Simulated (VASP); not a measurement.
Write the native input for VASP 6.6.1 that does the following.

```yaml
Task: single point
Functional: PBE
Potentials_or_basis: VASP PAW PBE potentials, release 64 (Co, Si)
Cutoff: 520 eV
k_mesh: 16 × 16 × 16
Occupations: gaussian, width 0.15 eV
Spin: no spin polarisation
Dipole_correction: no
Further_INCAR_settings: ALGO = Normal; EDIFF = 1e-07; NBANDS = 16
```

The structure of CoSi2 lies in POSCAR:

```
CoSi2
1.0
    0.0000000000      2.5459421067      2.5459421067
    2.5459421067      0.0000000000      2.5459421067
    2.5459421067      2.5459421067      0.0000000000
Co Si
1 2
Direct
    0.0000000000      0.0000000000      0.0000000000
    0.2500000000      0.2500000000      0.2500000000
    0.7500000000      0.7500000000      0.7500000000
```

This cell differs from its parent crystal: strain -0.050 along x and y, -0.050 along z.

The input as run:

INCAR

```
SYSTEM = CoSi2
PREC = Accurate ; ENCUT = 520
EDIFF = 1E-7 ; ISMEAR = 0
SIGMA = 0.15 ; LREAL = .FALSE.
LASPH = .TRUE. ; NELM = 100
ALGO = Normal ; ISIF = 2
LWAVE = .FALSE. ; LCHARG = .FALSE.
GGA = PE ; NBANDS = 16
```

KPOINTS

```
Automatic mesh
0
G
  16 16 16
  0 0 0
```

Potentials or basis: VASP PAW PBE potentials, release 64 (Co, Si).

Run with:

```console
$ cat potpaw_PBE.64/Co/POTCAR potpaw_PBE.64/Si/POTCAR > POTCAR
$ mpirun -np 1 vasp_std > vasp.out
```

Results of the run:

| Quantity | Value |
| --- | --- |
| Pressure | 38.7 GPa |

Caveat: the cell differs from its parent crystal (strain -0.050 along x and y, -0.050 along z).

It took 40 s on 1 thread of Intel(R) Xeon(R) 6975P-C (Granite Rapids) (shared host), peak memory 0.21 GiB.
